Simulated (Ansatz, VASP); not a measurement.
# AlSn: VASP beside Ansatz

```
Al Sn
1.0
     4.08303    0.00000    0.00000
    -2.04152    3.53601    0.00000
     0.00000    0.00000    3.21620
Al Sn
1 1
Direct
  0.00000 0.00000 0.00000
  0.33333 0.66667 0.50000
```

Alike in both runs: task single point; functional PBE; k mesh 8 × 8 × 9; no spin polarisation.

|  | VASP | Ansatz |
| --- | --- | --- |
| version | VASP 6.6.1 | Ansatz 0.2.0 |
| potentials or method | VASP PAW PBE potentials, release 64 (Al, Sn_d), cutoff 520 eV | plane waves, PAW |
| occupations | methfessel-paxton of order 1, width 0.1 eV | cold, width 0.1 eV |
| valence electrons in the cell | 17 | 17 |

|  | VASP | Ansatz | Ansatz less VASP |
| --- | --- | --- | --- |
| pressure (GPa) | 4.8 | 4.9 | +0.10 |
| traceless stress, the component that is largest in VASP (GPa) | -1.38 | -1.43 | -0.047 |

Ansatz's warnings: stress scf threshold loose.
